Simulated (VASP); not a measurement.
Here is a VASP 6.6.1 calculation.

INCAR

```
  ALGO = Fast
  EDIFF = 1E-7
  ENCUT = 520
  GGA = PS
  ISIF = 2
  ISMEAR = 0
  LASPH = T
  LCHARG = F
  LREAL = F
  LWAVE = F
  NBANDS = 22
  NELM = 80
  PREC = Accurate
  SIGMA = 0.1
```

KPOINTS

```
k-points
0
Gamma
  12 12 18
```

File POSCAR:

```
Pt
1.0
    4.4724496748      0.0000000000      0.0000000000
   -2.2362248374      3.8732550355      0.0000000000
    0.0000000000      0.0000000000      2.6659405365
Pt
3
Direct
    0.0000000000      0.0000000000      0.0000000000
    0.3333333333      0.6666666667      0.5000000000
    0.6666666667      0.3333333333      0.5000000000
```

Potentials or basis: VASP PAW PBE potentials, release 64 (Pt).

Launch:

```bash
$ cat potpaw_PBE.64/Pt/POTCAR > POTCAR
$ mpirun -np 1 vasp_std > vasp.out
```

(1) Predict the band gap on the k mesh.

(2) Estimate the pressure.

Results:

(1) zero (bands 15 and 16 overlap by 1.45 eV).

(2) -0.5 GPa.

Caveat: the PAW data sets were made with another functional, which shifts forces and pressure a little; spin-orbit coupling is left out, which moves the levels of the heavy elements.
